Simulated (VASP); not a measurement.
# NaCl (Imm2) in VASP: further runs

Runs on NaCl. Level: PBE. Tasks: single point.

Program: VASP 6.6.1. These are calculated values, not measurements. Logs are shortened: lines on timing, memory, paths and dates and some standing lists are left out, and cuts for length are marked.

### 1 The cell of the first run

Symmetry: Imm2, No. 44, orthorhombic system. Conventional cell: a = 4.005 Å, b = 5.663 Å, c = 4.005 Å, α = 90.00°, β = 90.00°, γ = 90.00°. Within 3.5 Å of Na (site symmetry mm2) lie 6 Cl at 2.63 to 3.05 Å. Cl (site symmetry mm2) has 6 Na at 2.63 to 3.05 Å within 3.5 Å.

### 2 Single point, PBE (all Cl atoms moved -0.300 Å, as atom 2 along Cartesian [1 -1 0])

INCAR reads:

```
SYSTEM = NaCl
  PREC = Accurate
  ENCUT = 520
  EDIFF = 1E-6
  ISMEAR = 0
  SIGMA = 0.05
  LREAL = .False.
  LASPH = .True.
  NELM = 60
  ALGO = Normal
  ISIF = 2
  LWAVE = .False.
  LCHARG = .False.
  GGA = PE
  NBANDS = 14
```

KPOINTS reads:

```
regular mesh
0
Gamma
  8 8 8
  0 0 0
```

POSCAR reads:

```
NaCl
1.0
    0.0000000000      2.8317500000      2.8317500000
    2.8317500000      0.0000000000      2.8317500000
    2.8317500000      2.8317500000      0.0000000000
Na Cl
1 1
Direct
    0.0000000000      0.0000000000      0.0000000000
    0.5749119924      0.4250880076      0.5000000000
```

Potentials or basis: VASP PAW PBE potentials, release 64 (Na_pv, Cl).

Launch:

```bash
$ cat potpaw_PBE.64/Na_pv/POTCAR potpaw_PBE.64/Cl/POTCAR > POTCAR
$ mpirun -np 1 vasp_std > vasp.out
```

OUTCAR:

```text
SYSTEM = NaCl
   PREC = Accurate
   ENCUT = 520
   EDIFF = 1E-6
   ISMEAR = 0
   LREAL = .False.
   LASPH = .True.
   NELM = 60
   ISIF = 2
   GGA = PE

 ion  position               nearest neighbor table
   1  0.000  0.000  0.000-   2 2.63   2 2.63
   2  0.575  0.425  0.500-   1 2.63   1 2.63

  LATTYP: Found a face centered cubic cell.
 ALAT       =     5.6635000000

  Lattice vectors:

 A1 = (   0.0000000000,   2.8317500000,   2.8317500000)
 A2 = (   2.8317500000,   0.0000000000,   2.8317500000)
 A3 = (   2.8317500000,   2.8317500000,   0.0000000000)

Analysis of symmetry for initial positions (statically):
=====================================================================
 Subroutine PRICEL returns:
 Original cell was already a primitive cell.

 Routine SETGRP: Setting up the symmetry group for a
 face centered cubic supercell.

 Subroutine GETGRP returns: Found  4 space group operations
 (whereof  4 operations were pure point group operations)
 out of a pool of 48 trial point group operations.

The static configuration has the point symmetry C_2v.

Analysis of symmetry for dynamics (positions and initial velocities):
=====================================================================
 Subroutine PRICEL returns:
 Original cell was already a primitive cell.

 Routine SETGRP: Setting up the symmetry group for a
 face centered cubic supercell.

 Subroutine GETGRP returns: Found  4 space group operations
 (whereof  4 operations were pure point group operations)
 out of a pool of 48 trial point group operations.

The dynamic configuration has the point symmetry C_2v.

 Subroutine INISYM returns: Found  4 space group operations
 (whereof  4 operations are pure point group operations),
 and found     1 'primitive' translations

----------------------------------------------------------------------------------------

                                     Primitive cell

  volume of cell :      45.4145

  direct lattice vectors                    reciprocal lattice vectors
     0.000000000  2.831750000  2.831750000    -0.176569259  0.176569259  0.176569259
     2.831750000  0.000000000  2.831750000     0.176569259 -0.176569259  0.176569259
     2.831750000  2.831750000  0.000000000     0.176569259  0.176569259 -0.176569259

  length of vectors
     4.004699255  4.004699255  4.004699255     0.305826928  0.305826928  0.305826928

  position of ions in fractional coordinates (direct lattice)
     0.000000000  0.000000000  0.000000000
     0.574911992  0.425088008  0.500000000

  ion indices of the primitive-cell ions
   primitive index   ion index
                 1           1
[... 87 lines left out ...]
   EFERMI =   0.00;   METHOD = LEGACY
   ISMEAR =     0;   SIGMA  =   0.05  broadening in eV -4-tet -1-fermi 0-gaus
   EFERMI_NEDOS =   21; number of points for ismear=-14 and -15
   IALGO  =     38    algorithm
   IMIX   =      4    mixing-type and parameters
     AMIX     =   0.40;   BMIX     =  1.00
     AMIX_MAG =   1.60;   BMIX_MAG =  1.00
  volume/ion in A,a.u.               =      22.71       153.24
  Fermi-wavevector in a.u.,A,eV,Ry     =   1.105909  2.089864 16.640388  1.223034
  Thomas-Fermi vector in A             =   2.242402
   LORBIT       =      0    0 simple, 1 ext, 2 COOP (PROOUT), +10 PAW based schemes
   GGA     = PE    functional components
   LHFCALC =     F    Hartree Fock is set to
   AEXX    =    0.0000 exact exchange contribution
   IVDW    =     0    specifies the selected vdW correction
   LEPSILON=     F    determine dielectric tensor
   LRPA    =     F    only Hartree local field effects (RPA)
 non-spin polarized calculation
 Gauss-broadening in eV      SIGMA  =   0.05
  energy-cutoff  :      520.00
  volume of cell :       45.41
 maximum number of plane-waves:      1243
 NGX is ok and might be reduce to    30
   NGX = 15   NGY = 15   NGZ = 15

 number of electron      13.9999995 magnetization

 Free energy of the ion-electron system (eV)
  ---------------------------------------------------
  ext. energy  EPLUGINS =         0.00000000
  ---------------------------------------------------
  free energy    TOTEN  =        -6.71563501 eV

  energy without entropy =       -6.71563501  energy(sigma->0) =       -6.71563501

 E-fermi :  -0.4960     XC(G=0):  -8.0967

 val. band max:       -0.8131645900   @ k =   0.0000   0.0000   0.0000
 cond. band min:       4.2564614642   @ k =   0.0000   0.0000   0.0000
 fundamental gap:      5.0696260542
 Fermi energy:        -0.4960030987

 k-point     1 :       0.0000    0.0000    0.0000
  band No.  band energies     occupation
      1     -21.6198      2.00000
      2     -21.6141      2.00000
      3     -21.6132      2.00000
      4     -13.4457      2.00000
      5      -0.8506      2.00000
      6      -0.8164      2.00000
      7      -0.8132      2.00000
      8       4.2565      0.00000
      9      10.2846      0.00000
     10      10.3385      0.00000
     11      10.4033      0.00000
     12      12.5124      0.00000
     13      12.5909      0.00000
     14      13.9429      0.00000
[... 377 lines left out ...]
      1     -21.6429      2.00000
      2     -21.6198      2.00000
      3     -21.6154      2.00000
      4     -13.1330      2.00000
      5      -2.5017      2.00000
      6      -1.2723      2.00000
      7      -1.1004      2.00000
      8       6.8306      0.00000
      9       9.1799      0.00000
     10       9.8021      0.00000
     11      10.4692      0.00000
     12      13.5484      0.00000
     13      14.9038      0.00000
     14      15.1989      0.00000

 [... further k-points ...]

------------------------ aborting loop because EDIFF is reached ----------------------------------------

  FORCE on cell =-STRESS in cart. coord.  units (eV):
  Direction    XX          YY          ZZ          XY          YZ          ZX
  --------------------------------------------------------------------------------------
  -------------------------------------------------------------------------------------
  Total        0.5450119      0.5450119      0.0592810      0.1167487      0.0000000      0.0000000
  in kB       19.2274556     19.2274556      2.0913721      4.1187745      0.0000000      0.0000000
  external PRESSURE =      13.5154278 kB  Pullay stress =       0.0000000 kB

 VOLUME and BASIS-vectors are now :
 -----------------------------------------------------------------------------
  energy-cutoff  :      520.00
  volume of cell :       45.41
      direct lattice vectors                 reciprocal lattice vectors
     0.000000000  2.831750000  2.831750000    -0.176569259  0.176569259  0.176569259
     2.831750000  0.000000000  2.831750000     0.176569259 -0.176569259  0.176569259
     2.831750000  2.831750000  0.000000000     0.176569259  0.176569259 -0.176569259

 POSITION                                       TOTAL-FORCE (eV/Angst)
 -----------------------------------------------------------------------------------
      0.00000      0.00000      0.00000        -0.301861      0.301861      0.000000
      2.61962      3.04388      2.83175         0.301861     -0.301861      0.000000
 -----------------------------------------------------------------------------------
    total drift:                               -0.000228      0.000228     -0.000000

  FREE ENERGIE OF THE ION-ELECTRON SYSTEM (eV)
  ---------------------------------------------------
  free  energy   TOTEN  =        -6.7156350123 eV

  energy  without entropy=       -6.7156350123  energy(sigma->0) =       -6.71563501
```

Run time: 80 s. Hardware: 1 thread of Intel Xeon 8259CL, shared host; peak memory 0.19 GiB.

What came out:

```
Free energy            : -6.7156 eV
Pressure               : 1.4 GPa
Largest force          : 0.427 eV/Å
Band gap on the k mesh : 5.07 eV
```

Forces in eV/Å, atoms in the order of the input:
```
Na  -0.302  0.302  0.000
Cl   0.302 -0.302  0.000
```

Stress tensor (GPa, compression positive):
```
1.92 0.41 0.00
0.41 1.92 0.00
0.00 0.00 0.21
```

Levels at points of the mesh, in eV from the valence-band top:
| k point | band 5 | band 6 | band 7 | band 8 | band 9 | band 10 |
| --- | --- | --- | --- | --- | --- | --- |
| (0.00, 0.00, 0.00) | -0.04 | 0.00 | 0.00 | 5.07 | 11.10 | 11.15 |
| (0.50, 0.00, 0.00) | -1.87 | -0.29 | -0.25 | 7.29 | 10.38 | 10.97 |
| (0.00, 0.00, 0.50) | -1.88 | -0.26 | -0.23 | 7.25 | 10.27 | 10.95 |
| (0.50, 0.50, 0.00) | -1.62 | -0.61 | -0.58 | 7.48 | 8.13 | 11.25 |
| (0.00, 0.50, 0.50) | -1.62 | -0.59 | -0.58 | 7.48 | 8.12 | 11.24 |

Caveat: the cell differs from its parent crystal (all Cl atoms moved -0.300 Å, as atom 2 along Cartesian [1 -1 0]).

### 3 Single point, PBE (all Cl atoms moved +0.225 Å, as atom 2 along Cartesian [1 -1 0])

INCAR reads:

```
PREC = Accurate ; ENCUT = 520
EDIFF = 1E-6 ; ISMEAR = 0
SIGMA = 0.05 ; LREAL = False
LASPH = True ; NELM = 80
ALGO = Normal ; ISIF = 2
LWAVE = False ; LCHARG = True
GGA = PE ; LELF = True
LVHAR = True ; NBANDS = 14
```

KPOINTS reads:

```
regular mesh
0
Gamma
  8 8 8
```

Edit POSCAR of step 2 so:

```diff
@@ -9,2 +9,2 @@
     0.0000000000      0.0000000000      0.0000000000
-    0.5749119924      0.4250880076      0.5000000000
+    0.4438160057      0.5561839943      0.5000000000
```

Potentials or basis: VASP PAW PBE potentials, release 64 (Na_pv, Cl).

Launch:

```bash
$ cat potpaw_PBE.64/Na_pv/POTCAR potpaw_PBE.64/Cl/POTCAR > POTCAR
$ mpirun -np 1 vasp_std > vasp.out
```

Run time: 1.8 min. Hardware: 1 thread of Intel Xeon 8259CL, shared host; peak memory 0.19 GiB.

Results (log left out):

```
Free energy            : -6.7431 eV
Pressure               : 0.9 GPa
Largest force          : 0.308 eV/Å
Band gap on the k mesh : 5.07 eV
```

Forces in eV/Å, atoms in the order of the input:
```
Na   0.218 -0.218  0.000
Cl  -0.218  0.218  0.000
```

Stress tensor (GPa, compression positive):
```
1.25 0.22 0.00
0.22 1.25 0.00
0.00 0.00 0.29
```

Levels at points of the mesh, in eV from the valence-band top:
```
           k point  band 4  band 5  band 6  band 7  band 8  band 9  band 10  band 11
(0.00, 0.00, 0.00)  -12.63   -0.02    0.00    0.00    5.07   11.10    11.13    11.17
(0.50, 0.00, 0.00)  -12.31   -1.88   -0.27   -0.25    7.27   10.43    10.96    11.03
(0.00, 0.00, 0.50)  -12.31   -1.89   -0.26   -0.24    7.25   10.35    10.95    11.16
(0.50, 0.50, 0.00)  -12.26   -1.62   -0.60   -0.58    7.49    8.11    11.24    14.59
(0.00, 0.50, 0.50)  -12.26   -1.62   -0.58   -0.58    7.49    8.10    11.24    14.67
```

Caveat: the cell differs from its parent crystal (all Cl atoms moved +0.225 Å, as atom 2 along Cartesian [1 -1 0]).

(Part 1 of 3 ends here.)
